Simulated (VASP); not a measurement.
The system is B.

```
CELL_PARAMETERS angstrom
0.00000 1.48534 1.48534
1.48534 0.00000 1.48534
1.48534 1.48534 0.00000
ATOMIC_POSITIONS crystal
B 0.00000 0.00000 0.00000
```

| Item | Value |
| --- | --- |
| Program | VASP 6.6.1 |
| Task | relaxation of cell and atoms |
| Functional | PBEsol |
| Potentials or basis | VASP PAW PBE potentials, release 64 (B) |
| Cutoff | 600 eV |
| k mesh | 18 × 18 × 18 |
| Occupations | fermi-dirac, width 0.1 eV |
| Spin | no spin polarisation |

At the start: pressure -26.1 GPa; volume 6.55 Å³/atom.

**Question.** Where does the relaxation end?

**Answer.** Over 3 steps the energy falls by 64.8 meV/atom and the volume is 5.83 Å³/atom (-11.1 %); space group Fm-3m (No. 225, to 0.05 Å).

The path:
| step | energy change (eV) | largest force (eV/Å) | pressure (GPa) | volume (Å³) |
| --- | --- | --- | --- | --- |
| 1 | 0.0000 | 0.0000 | -26.10 | 6.55 |
| 2 | -0.0558 | 0.0000 | 12.59 | 5.59 |
| 3 | -0.0648 | 0.0000 | 0.07 | 5.83 |

Final structure:
```
B
1.0
     0.00000    1.42843    1.42843
     1.42843    0.00000    1.42843
     1.42843    1.42843    0.00000
B
1
Direct
  0.00000 0.00000 0.00000
```

Caveat: the PAW data sets were made with another functional, which shifts forces and pressure a little.
